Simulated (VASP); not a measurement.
Runs of VASP 6.6.1 on TaTi2Si3. The structure is that of space group P6/mmm (No. 191), or close to it. The cells are those of the table. The cell was built from a structure type or drawn by symmetry, and may not be a known phase.

| task | spin | cell | k mesh | cutoff (eV) | gap on the mesh (eV) | pressure (GPa) |
| --- | --- | --- | --- | --- | --- | --- |
| relaxation of cell and atoms | off | relaxed from a = 4.975, b = 4.975, c = 3.922 Å, angles 90.0, 90.0, 120.0°, 6 atoms | 6 × 6 × 4 | 600 | none | 0.3 |
| single point | collinear | a = 5.081, b = 5.081, c = 4.194 Å, angles 90.0, 90.0, 120.0°, 6 atoms | 6 × 6 × 4 | 520 | none | 0.0 |
| single point | off | a = 5.081, b = 5.081, c = 4.194 Å, angles 90.0, 90.0, 120.0°, 6 atoms | 6 × 6 × 4 | 520 | none | 0.0 |
| single point | off | a = 5.088, b = 5.088, c = 4.187 Å, angles 90.0, 90.0, 120.0°, 6 atoms | 12 × 12 × 10 | 520 | none | (a) |
| single point | off | a = 4.975, b = 4.975, c = 3.922 Å, angles 90.0, 90.0, 120.0°, 6 atoms | 6 × 6 × 4 | 520 | none | 20.9 |

Alike in all rows: level PBE; potentials or basis VASP PAW PBE potentials, release 64 (Ti_sv, Ta_pv, Si); smearing gaussian 0.1 eV.

Q: Fill in the values left out.

A: (a) -0.1.

Caveats: some runs use coarse meshes; spin-orbit coupling is left out, which moves the levels of the heavy elements.

A k mesh can miss the band edges, and the runs leave out spin-orbit coupling on Ta.

A gap of «none» marks levels without a gap at the run's occupations.
